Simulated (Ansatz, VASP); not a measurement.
**Ir: VASP beside Ansatz**

```
Ir
1.0
     0.00000    2.01568    1.87171
     2.01568    0.00000    1.87171
     2.01568    2.01568    0.00000
Ir
1
Direct
  0.00000 0.00000 0.00000
```

Change from the starting cell: strain +0.050 along x and y, -0.025 along z, atoms carried along.

Alike in both runs: task single point; functional r2SCAN; k mesh 22 × 22 × 22; occupations gaussian, width 0.15 eV; no spin polarisation.

```csv
,VASP,Ansatz
version,VASP 6.6.1,Ansatz 0.2.0
potentials or method,"VASP PAW PBE potentials, release 64 (Ir), cutoff 520 eV","scalar-relativistic, plane waves, PAW"
valence electrons in the cell,9,17
```

```csv
,VASP,Ansatz,Ansatz less VASP
gap on the k mesh at the Fermi level (eV),none,none,-
pressure (GPa),-18.8,-20.6,-1.80
"traceless stress, the component that is largest in VASP (GPa)",14.60,14.64,+0.031
```

VASP's potentials were made for PBE, not for r2SCAN. A gap of «none» marks a metal or a gap that the smearing closes. VASP's potentials hold 9 valence electrons a cell and Ansatz's 17, so a difference there can come from the potentials and not from the codes.

Neither program's run includes spin-orbit coupling.
